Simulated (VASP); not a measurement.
ZnRe: single point with PBEsol

Crystal: ZnRe.

```
Zn Re
1.0
     2.74822    0.00000    0.00000
    -1.37411    2.38003    0.00000
     0.00000    0.00000    4.49407
Zn Re
1 1
Cartesian
  0.0000 0.0000 0.0000
  0.0000 1.5867 2.2470
```

```yaml
Program: VASP 6.6.1
Task: single point
Functional: PBEsol
Potentials_or_basis: VASP PAW PBE potentials, release 64 (Zn, Re)
Cutoff: 520 eV
k_mesh: 16 × 16 × 9
Occupations: fermi-dirac, width 0.08 eV
Spin: collinear spin, zero start
Starting_moments: "[0.0, 0.0] μB"
Fixed_moment: 0 μB
Dipole_correction: no
Further_INCAR_settings: ALGO = Normal; EDIFF = 1e-07; NBANDS = 20
```

```yaml
Pressure: -9.1 GPa
Net_moment: 0.00 μB per cell
Valence_electrons_inside_the_program's_atomic_spheres: Zn 10.89; Re 5.90
```

Stress tensor (GPa, compression positive):
```
-9.25  0.00  0.00
 0.00 -9.25  0.00
 0.00  0.00 -8.88
```

Run time: 66 s on 1 thread of Intel(R) Xeon(R) 6975P-C (Granite Rapids), with other jobs on the host, peak memory 0.26 GiB.

Caveat: the PAW data sets were made with another functional, which shifts forces and pressure a little; the total moment is fixed, so each spin has its own Fermi level.
